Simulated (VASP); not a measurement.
# SnO (Pmn2_1) in VASP: further runs, part 2 of 2

VASP 6.6.1.

## 3. Single point, PBE+D3(BJ)

This run uses another cell than the first one, of 18.73 Å³/atom.

INCAR

```
PREC = Accurate ; ENCUT = 910
EDIFF = 1E-6 ; ISMEAR = -1
SIGMA = 0.02 ; LREAL = False
LASPH = True ; NELM = 120
ALGO = Normal ; ISIF = 2
LWAVE = False ; LCHARG = False
GGA = PE ; IVDW = 12
NBANDS = 28 ; GGA_COMPAT = False
```

KPOINTS

```
regular mesh
0
Gamma
  8 4 6
```

POSCAR

```
SnO
1.0
    3.3456473825      0.0000000000      0.0000000000
    0.0000000000      5.7113467323      0.0000000000
    0.0000000000      0.0000000000      3.9217907970
Sn O
2 2
Direct
    0.0000000000      0.2347551361      0.5269110050
    0.5000000000      0.7652448639      0.0269110050
    0.0000000000      0.8833650553      0.7230899950
    0.5000000000      0.1166349447      0.2230899950
```

Potentials or basis: VASP PAW PBE potentials, release 64 (Sn_d, O_h).

Started as:

```console
> cat potpaw_PBE.64/Sn_d/POTCAR potpaw_PBE.64/O_h/POTCAR > POTCAR
> mpirun -np 1 vasp_std > vasp.out
```

OUTCAR:

```text
PREC = Accurate
   ENCUT = 910
   EDIFF = 1E-6
   ISMEAR = -1
   LREAL = False
   LASPH = True
   NELM = 120
   ISIF = 2
   GGA = PE
   IVDW = 12
 IVDW          = 12

 ion  position               nearest neighbor table
   1  0.000  0.235  0.527-   3 2.15   4 2.16   4 2.16   2 3.72   2 3.72   2 3.72   2 3.72
   2  0.500  0.765  0.027-   4 2.15   3 2.16   3 2.16   1 3.72   1 3.72   1 3.72   1 3.72
   3  0.000  0.883  0.723-   1 2.15   2 2.16   2 2.16
   4  0.500  0.117  0.223-   2 2.15   1 2.16   1 2.16

  LATTYP: Found a simple orthorhombic cell.
 ALAT       =     3.3456473825
 B/A-ratio  =     1.1722068552
 C/A-ratio  =     1.7070976344

  Lattice vectors:

 A1 = (  -3.3456473825,   0.0000000000,   0.0000000000)
 A2 = (   0.0000000000,   0.0000000000,   3.9217907970)
 A3 = (   0.0000000000,   5.7113467323,   0.0000000000)

Analysis of symmetry for initial positions (statically):
=====================================================================
 Subroutine PRICEL returns:
 Original cell was already a primitive cell.

 Routine SETGRP: Setting up the symmetry group for a
 simple orthorhombic supercell.

 Subroutine GETGRP returns: Found  4 space group operations
 (whereof  2 operations were pure point group operations)
 out of a pool of  8 trial point group operations.

The static configuration has the point symmetry C_1h.
 The point group associated with its full space group is C_2v.

Analysis of symmetry for dynamics (positions and initial velocities):
=====================================================================
 Subroutine PRICEL returns:
 Original cell was already a primitive cell.

 Routine SETGRP: Setting up the symmetry group for a
 simple orthorhombic supercell.

 Subroutine GETGRP returns: Found  4 space group operations
 (whereof  2 operations were pure point group operations)
 out of a pool of  8 trial point group operations.

The dynamic configuration has the point symmetry C_1h.
 The point group associated with its full space group is C_2v.

 Subroutine INISYM returns: Found  4 space group operations
 (whereof  2 operations are pure point group operations),
 and found     1 'primitive' translations

----------------------------------------------------------------------------------------

                                     Primitive cell

  volume of cell :      74.9382

  direct lattice vectors                    reciprocal lattice vectors
     3.345647383  0.000000000  0.000000000     0.298895815  0.000000000  0.000000000
     0.000000000  5.711346732  0.000000000     0.000000000  0.175090053  0.000000000
     0.000000000  0.000000000  3.921790797     0.000000000  0.000000000  0.254985554

  length of vectors
     3.345647383  5.711346732  3.921790797     0.298895815  0.175090053  0.254985554

  position of ions in fractional coordinates (direct lattice)
     0.000000000  0.234755136  0.526911005
     0.500000000  0.765244864  0.026911005
     0.000000000  0.883365055  0.723089995
     0.500000000  0.116634945  0.223089995

  ion indices of the primitive-cell ions
   primitive index   ion index
                 1           1
                 2           2
                 3           3
                 4           4

[... 27 lines left out ...]
            Coordinates               Weight
  0.000000  0.000000  0.000000      1.000000
  0.125000  0.000000  0.000000      2.000000
  0.250000  0.000000  0.000000      2.000000
  0.375000  0.000000  0.000000      2.000000
  0.500000  0.000000  0.000000      1.000000
  0.000000  0.250000  0.000000      2.000000
[... 16 lines left out ...]
  0.250000  0.250000  0.166667      8.000000
  0.375000  0.250000  0.166667      8.000000
 [... further k-points ...]
   k-points           NKPTS =     60   k-points in BZ     NKDIM =     60   number of bands    NBANDS=     28
   number of dos      NEDOS =    301   number of ions     NIONS =      4
   total plane-waves  NPLWV =  80640
   dimension x,y,z NGX =    36 NGY =   56 NGZ =   40
   dimension x,y,z NGXF=    72 NGYF=  112 NGZF=   80
   ions per type =               2   2
   NGX,Y,Z   is equivalent  to a cutoff of  17.89, 16.30, 16.96 a.u.
   NGXF,Y,Z  is equivalent  to a cutoff of  35.78, 32.60, 33.91 a.u.
 SYSTEM =  unknown system
   PREC   = accura    normal or accurate (medium, high low for compatibility)
   ISTART =      0    job   : 0-new  1-cont  2-samecut
   ICHARG =      2    charge: 1-file 2-atom 10-const
   ISPIN  =      1    spin polarized calculation?
   LNONCOLLINEAR =      F non collinear calculations
   LSORBIT =      F    spin-orbit coupling
   LASPH  =      T    aspherical Exc in radial PAW
   ENCUT  =  910.0 eV  66.88 Ry    8.18 a.u.   8.23 14.05  9.65*2*pi/ulx,y,z
   NELM   =    120;   NELMIN=  2; NELMDL= -5     # of ELM steps
   EDIFF  = 0.1E-05   stopping-criterion for ELM
   LREAL  =      F    real-space projection
   EDIFFG = 0.1E-04   stopping-criterion for IOM
   NSW    =      0    number of steps for IOM
   IBRION =     -1    ionic relax: 0-MD 1-quasi-New 2-CG
   NFREE  =      0    steps in history (QN), initial steepest desc. (CG)
   ISIF   =      2    stress and relaxation
   ISYM   =      2    0-nonsym 1-usesym 2-fastsym
   POTIM  = 0.5000    time-step for ionic-motion
   TEBEG  =    0.0;   TEEND  =   0.0 temperature during run
   PSTRESS=    0.0 pullay stress
   NELECT =      40.0000    total number of electrons
   NUPDOWN=      -1.0000    fix difference up-down
   EMIN   =  10.00;   EMAX   =-10.00  energy-range for DOS
   EFERMI =   0.00;   METHOD = LEGACY
   ISMEAR =    -1;   SIGMA  =   0.02  broadening in eV -4-tet -1-fermi 0-gaus
   EFERMI_NEDOS =   21; number of points for ismear=-14 and -15
   IALGO  =     38    algorithm
   IMIX   =      4    mixing-type and parameters
     AMIX     =   0.40;   BMIX     =  1.00
     AMIX_MAG =   1.60;   BMIX_MAG =  1.00
  volume/ion in A,a.u.               =      18.73       126.43
  Fermi-wavevector in a.u.,A,eV,Ry     =   1.327987  2.509531 23.994543  1.763549
  Thomas-Fermi vector in A             =   2.457258
   LORBIT       =      0    0 simple, 1 ext, 2 COOP (PROOUT), +10 PAW based schemes
   GGA     = PE    functional components
   LHFCALC =     F    Hartree Fock is set to
   AEXX    =    0.0000 exact exchange contribution
   IVDW    =    12    specifies the selected vdW correction
   LEPSILON=     F    determine dielectric tensor
   LRPA    =     F    only Hartree local field effects (RPA)
 non-spin polarized calculation
  energy-cutoff  :      910.00
  volume of cell :       74.94
 maximum number of plane-waves:      4716
 NGX is ok and might be reduce to    36
   NGX = 17   NGY = 29   NGZ = 19

 number of electron      40.0000004 magnetization

 Free energy of the ion-electron system (eV)
  ---------------------------------------------------
  ext. energy  EPLUGINS =         0.00000000
  ---------------------------------------------------
  free energy    TOTEN  =       -22.41646611 eV

  energy without entropy =      -22.41646611  energy(sigma->0) =      -22.41646611

 E-fermi :   6.2006     XC(G=0):  -9.9368

 val. band max:        5.7742299574   @ k =   0.0000   0.0000   0.0000
 cond. band min:       7.0794472030   @ k =   0.3750   0.5000   0.0000
 fundamental gap:      1.3052172456
 Fermi energy:         6.2006154009

 k-point     1 :       0.0000    0.0000    0.0000
  band No.  band energies     occupation
      1     -15.4512      2.00000
      2     -15.1366      2.00000
      3     -15.0683      2.00000
      4     -15.0233      2.00000
      5     -14.9962      2.00000
      6     -14.9751      2.00000
[... 733 lines left out ...]
     27      15.1126      0.00000
     28      16.2835      0.00000

 [... further k-points ...]

------------------------ aborting loop because EDIFF is reached ----------------------------------------

 Edisp (eV)   -0.88559

 E8    (eV) :    -0.3858

  FORCE on cell =-STRESS in cart. coord.  units (eV):
  Direction    XX          YY          ZZ          XY          YZ          ZX
  --------------------------------------------------------------------------------------
  -------------------------------------------------------------------------------------
  Total       0.05646     0.05576     0.00507     0.00000     0.00000     0.00000
  in kB       1.20718     1.19206     0.10850     0.00000     0.00000     0.00000
  external pressure =        0.84 kB  Pullay stress =        0.00 kB

 VOLUME and BASIS-vectors are now :
 -----------------------------------------------------------------------------
  energy-cutoff  :      910.00
  volume of cell :       74.94
      direct lattice vectors                 reciprocal lattice vectors
     3.345647383  0.000000000  0.000000000     0.298895815  0.000000000  0.000000000
     0.000000000  5.711346732  0.000000000     0.000000000  0.175090053  0.000000000
     0.000000000  0.000000000  3.921790797     0.000000000  0.000000000  0.254985554

 POSITION                                       TOTAL-FORCE (eV/Angst)
 -----------------------------------------------------------------------------------
      0.00000      1.34077      2.06643         0.000000      0.063330      0.029773
      1.67282      4.37058      0.10554         0.000000     -0.063330      0.029773
      0.00000      5.04520      2.83581         0.000000      0.004306     -0.029773
      1.67282      0.66614      0.87491         0.000000     -0.004306     -0.029773
 -----------------------------------------------------------------------------------
    total drift:                                0.000000     -0.000000      0.000888

  FREE ENERGIE OF THE ION-ELECTRON SYSTEM (eV)
  ---------------------------------------------------
  free  energy   TOTEN  =       -23.3020519392 eV

  energy  without entropy=      -23.3020519392  energy(sigma->0) =      -23.30205194
```

OSZICAR:

```text
N       E                     dE             d eps       ncg     rms          rms(c)
DAV:   1     0.550555051734E+03    0.55056E+03   -0.27265E+04  3448   0.301E+03
DAV:   2     0.925246522660E+02   -0.45803E+03   -0.44193E+03  3416   0.720E+02
DAV:   3    -0.153704515137E+02   -0.10790E+03   -0.10378E+03  4208   0.230E+02
DAV:   4    -0.259095669766E+02   -0.10539E+02   -0.10360E+02  3932   0.720E+01
DAV:   5    -0.262756552683E+02   -0.36609E+00   -0.36551E+00  3876   0.138E+01    0.120E+01
DAV:   6    -0.224692847203E+02    0.38064E+01   -0.16391E+01  5576   0.459E+01    0.526E+00
DAV:   7    -0.224455765882E+02    0.23708E-01   -0.22532E+00  3924   0.902E+00    0.270E+00
DAV:   8    -0.224257421823E+02    0.19834E-01   -0.38690E-01  4436   0.441E+00    0.861E-01
DAV:   9    -0.224153646918E+02    0.10377E-01   -0.49232E-02  5676   0.230E+00    0.275E-01
DAV:  10    -0.224167955913E+02   -0.14309E-02   -0.79465E-03  4512   0.803E-01    0.141E-01
DAV:  11    -0.224164429589E+02    0.35263E-03   -0.18014E-03  5488   0.400E-01    0.226E-02
DAV:  12    -0.224164715252E+02   -0.28566E-04   -0.25116E-04  3608   0.100E-01    0.308E-02
DAV:  13    -0.224164669462E+02    0.45790E-05   -0.20492E-05  4732   0.394E-02    0.928E-03
DAV:  14    -0.224164661122E+02    0.83402E-06   -0.18621E-06  2924   0.895E-03
   1 F= -.23302052E+02 E0= -.23302052E+02  d E =-.407495E-11
```

Run time: 3.1 min. Hardware: 1 thread of Intel Xeon Platinum 8259CL at 2.50GHz (Skylake/Cascade Lake), shared host; peak memory 0.43 GiB.

Results:

```
Free energy                : -23.3021 eV
Pressure                   : 0.1 GPa
Largest force              : 0.070 eV/Å
Band gap on the k mesh     : 1.31 eV (least direct gap 1.90 eV)
Dispersion energy per atom : -0.221 eV
```

Forces on the atoms (eV/Å):
```
Sn   0.000  0.063  0.030
Sn   0.000 -0.063  0.030
O    0.000  0.004 -0.030
O    0.000 -0.004 -0.030
```

Stress tensor (GPa, compression positive):
```
0.12 0.00 0.00
0.00 0.12 0.00
0.00 0.00 0.01
```

Caveat: the cutoff is under 1.25 times the usual one of these potentials, so pressure, stress and relaxed cells hold a basis-set (Pulay) error; spin-orbit coupling is left out, which moves the levels of the heavy elements. A k mesh can miss the band edges.

## 4. Single point, PBE+D4

This run uses another cell than the first one, of 18.56 Å³/atom.

INCAR

```
SYSTEM = SnO
PREC = Accurate ; ENCUT = 910
EDIFF = 1E-6 ; ISMEAR = -1
SIGMA = 0.02 ; LREAL = .False.
LASPH = .True. ; NELM = 120
ALGO = Normal ; ISIF = 2
LWAVE = .False. ; LCHARG = .False.
GGA = PE ; IVDW = 13
NBANDS = 28 ; GGA_COMPAT = .False.
```

KPOINTS

```
regular mesh
0
Gamma
  8 4 6
  0 0 0
```

POSCAR

```
SnO
1.0
    3.3469999104      0.0000000000      0.0000000000
    0.0000000000      5.7100865705      0.0000000000
    0.0000000000      0.0000000000      3.8847355445
Sn O
2 2
Direct
    0.0000000000      0.2352168084      0.5289832460
    0.5000000000      0.7647831916      0.0289832460
    0.0000000000      0.8821691222      0.7210177540
    0.5000000000      0.1178308778      0.2210177540
```

Started as:

```console
> cat potpaw_PBE.64/Sn_d/POTCAR potpaw_PBE.64/O_h/POTCAR > POTCAR
> mpirun -np 1 vasp_std > vasp.out
```

Run time: 9.2 min. Hardware: 1 thread of AMD EPYC 7R43 (Zen 3), shared host; peak memory 0.36 GiB.

Results (log left out):

| Quantity | Value |
| --- | --- |
| Free energy | -23.4612 eV |
| Pressure | 0.1 GPa |
| Largest force | 0.072 eV/Å |
| Band gap on the k mesh | 1.29 eV (least direct gap 1.88 eV) |
| Dispersion energy per atom | -0.263 eV |

Forces on the atoms (eV/Å):
```
Sn   0.000  0.066  0.028
Sn   0.000 -0.066  0.028
O    0.000  0.002 -0.028
O    0.000 -0.002 -0.028
```

Stress tensor (GPa, compression positive):
```
 0.08  0.00  0.00
 0.00  0.11  0.00
 0.00  0.00 -0.01
```

Levels at points of the mesh, in eV from the valence-band top:
```
           k point  band 18  band 19  band 20  band 21  band 22  band 23
(0.00, 0.00, 0.00)    -2.64    -2.17     0.00     3.26     3.39     6.31
(0.50, 0.00, 0.00)    -2.68    -1.25    -1.25     2.54     2.54     5.77
(0.00, 0.50, 0.00)    -2.67    -1.80    -1.48     3.37     4.48     5.14
(0.50, 0.50, 0.00)    -2.68    -1.06    -1.06     1.98     1.98     6.38
(0.00, 0.00, 0.50)    -3.19    -1.42    -1.42     2.52     2.52     5.51
(0.50, 0.00, 0.50)    -3.50    -1.24    -1.24     2.22     2.22     4.66
(0.00, 0.50, 0.50)    -2.99    -1.47    -1.47     1.96     1.96     6.00
(0.50, 0.50, 0.50)    -3.77    -0.49    -0.49     2.42     2.42     4.22
```

Caveat: the cutoff is under 1.25 times the usual one of these potentials, so pressure, stress and relaxed cells hold a basis-set (Pulay) error; spin-orbit coupling is left out, which moves the levels of the heavy elements.

## 5. Single point, LDA

INCAR

```
ALGO = Normal ; EDIFF = 1E-6
ENCUT = 910 ; GGA_COMPAT = False
ISIF = 2 ; ISMEAR = 0
LASPH = True ; LCHARG = False
LREAL = False ; LWAVE = False
NBANDS = 28 ; NELM = 120
PREC = Accurate ; SIGMA = 0.01
```

KPOINTS

```
k-points
0
Gamma
  8 4 6
```

POSCAR

```
SnO
1.0
    3.3031148357      0.0000000000      0.0000000000
    0.0000000000      5.7577048997      0.0000000000
    0.0000000000      0.0000000000      4.0008071511
Sn O
2 2
Direct
    0.0000000000      0.2294420330      0.5172649307
    0.5000000000      0.7705579670      0.0172649307
    0.0000000000      0.8935339453      0.7327360693
    0.5000000000      0.1064660547      0.2327360693
```

Potentials or basis: VASP PAW LDA potentials, release 64 (Sn_d, O_h).

Started as:

```console
> cat potpaw_LDA.64/Sn_d/POTCAR potpaw_LDA.64/O_h/POTCAR > POTCAR
> mpirun -np 1 vasp_std > vasp.out
```

Run time: 3.3 min. Hardware: 1 thread of Intel Xeon Platinum 8259CL at 2.50GHz (Skylake/Cascade Lake), shared host; peak memory 0.38 GiB.

The run converged. Its results:

```
Free energy            : -25.2912 eV
Pressure               : -1.7 GPa
Largest force          : 0.054 eV/Å
Band gap on the k mesh : 1.37 eV (least direct gap 2.07 eV)
```

Forces on the atoms (eV/Å):
```
Sn   0.000 -0.053  0.005
Sn   0.000  0.053  0.005
O    0.000 -0.003 -0.005
O    0.000  0.003 -0.005
```

Stress tensor (GPa, compression positive):
```
-1.75  0.00  0.00
 0.00 -1.75  0.00
 0.00  0.00 -1.55
```

Levels at points of the mesh, in eV from the valence-band top:
| k point | band 16 | band 17 | band 18 | band 19 | band 20 | band 21 | band 22 | band 23 | band 24 | band 25 |
| --- | --- | --- | --- | --- | --- | --- | --- | --- | --- | --- |
| (0.00, 0.00, 0.00) | -4.16 | -3.87 | -2.80 | -2.21 | 0.00 | 2.93 | 3.15 | 6.01 | 6.13 | 8.23 |
| (0.50, 0.00, 0.00) | -4.66 | -2.82 | -2.82 | -1.29 | -1.29 | 2.51 | 2.51 | 5.76 | 5.76 | 6.88 |
| (0.00, 0.50, 0.00) | -4.13 | -4.07 | -2.82 | -1.84 | -1.60 | 3.26 | 4.28 | 5.01 | 5.27 | 7.07 |
| (0.50, 0.50, 0.00) | -4.49 | -2.86 | -2.86 | -1.04 | -1.04 | 1.94 | 1.94 | 6.46 | 6.46 | 7.25 |
| (0.00, 0.00, 0.50) | -3.67 | -3.42 | -3.42 | -1.71 | -1.71 | 2.50 | 2.50 | 5.35 | 5.35 | 8.13 |
| (0.50, 0.00, 0.50) | -4.37 | -3.45 | -3.45 | -1.06 | -1.06 | 2.14 | 2.14 | 4.41 | 4.41 | 7.04 |
| (0.00, 0.50, 0.50) | -3.41 | -3.17 | -3.17 | -1.58 | -1.58 | 1.87 | 1.87 | 5.88 | 5.88 | 8.02 |
| (0.50, 0.50, 0.50) | -4.49 | -3.68 | -3.68 | -0.45 | -0.45 | 2.42 | 2.42 | 4.06 | 4.06 | 6.21 |

Caveat: the cutoff is under 1.25 times the usual one of these potentials, so pressure, stress and relaxed cells hold a basis-set (Pulay) error; spin-orbit coupling is left out, which moves the levels of the heavy elements. A k mesh can miss the band edges.

## 6. Summary

```tsv
level	potentials or basis	cell	smearing	gap on the mesh (eV)	pressure (GPa)	largest force (eV/Å)
PBE	VASP PAW PBE potentials, release 64 (Sn_d, O_h)	a = 3.303, b = 5.758, c = 4.001 Å, 4 atoms, atomic positions A	fermi-dirac 0.02 eV	1.41	4.6	0.61
PBE+D3(BJ)	VASP PAW PBE potentials, release 64 (Sn_d, O_h)	a = 3.346, b = 5.711, c = 3.922 Å, 4 atoms, atomic positions B	fermi-dirac 0.02 eV	1.31	0.1	0.07
PBE+D4	VASP PAW PBE potentials, release 64 (Sn_d, O_h)	a = 3.347, b = 5.710, c = 3.885 Å, 4 atoms, atomic positions C	fermi-dirac 0.02 eV	1.29	0.1	0.07
LDA	VASP PAW LDA potentials, release 64 (Sn_d, O_h)	a = 3.303, b = 5.758, c = 4.001 Å, 4 atoms, atomic positions A	gaussian 0.01 eV	1.37	-1.7	0.05
```

Alike in all rows: task single point; no spin polarisation; k mesh 8 × 4 × 6; cutoff (eV) 910.

Caveats: the cutoff is under 1.25 times the usual one of these potentials, so pressure, stress and relaxed cells hold a basis-set (Pulay) error; spin-orbit coupling is left out, which moves the levels of the heavy elements; the cell stands under pressure (at least some runs).

Absolute energies hang on the potentials; compare differences alone.
